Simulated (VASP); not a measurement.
Set up this calculation in VASP 6.6.1, as the native input.

| Quantity | Value |
| --- | --- |
| Task | single point |
| Functional | LDA |
| Potentials or basis | VASP PAW LDA potentials, release 64 (Te) |
| Cutoff | 520 eV |
| k mesh | 11 × 11 × 11 |
| Occupations | fermi-dirac, width 0.1 eV |
| Spin | no spin polarisation |
| Dipole correction | no |
| Further INCAR settings | ALGO = Normal; EDIFF = 1e-06; NBANDS = 9 |

The structure of Te lies in POSCAR:

```
Te
1.0
    3.0467355047      0.0000000000      0.0000000000
    0.0000000000      3.0467355047      0.0000000000
    0.0000000000      0.0000000000      3.0467355047
Te
1
Direct
    0.0000000000      0.0000000000      0.0000000000
```

This isn't the form of Te at room conditions, which is trigonal, of chains.

These files were run (other wordings do the same):

INCAR

```
PREC = Accurate
ENCUT = 520
EDIFF = 1E-6
ISMEAR = -1
SIGMA = 0.1
LREAL = F
LASPH = T
NELM = 80
ALGO = Normal
ISIF = 2
LWAVE = F
LCHARG = F
GGA = CA
NBANDS = 9
```

KPOINTS

```
Automatic mesh
0
Gamma
  11 11 11
```

Potentials or basis: VASP PAW LDA potentials, release 64 (Te).

Run with:

```sh
$ cat potpaw_LDA.64/Te/POTCAR > POTCAR
$ mpirun -np 1 vasp_std > vasp.out
```

Results of the run:

- Pressure: 6.4 GPa
- Band gap on the k mesh: zero (bands 3 and 4 overlap by 6.36 eV)

Caveat: the cell stands under pressure; spin-orbit coupling is left out, which moves the levels of the heavy elements.

Wall time 14 s on 1 thread of Intel Xeon 8259CL, with other jobs on the host, peak memory 0.13 GiB.
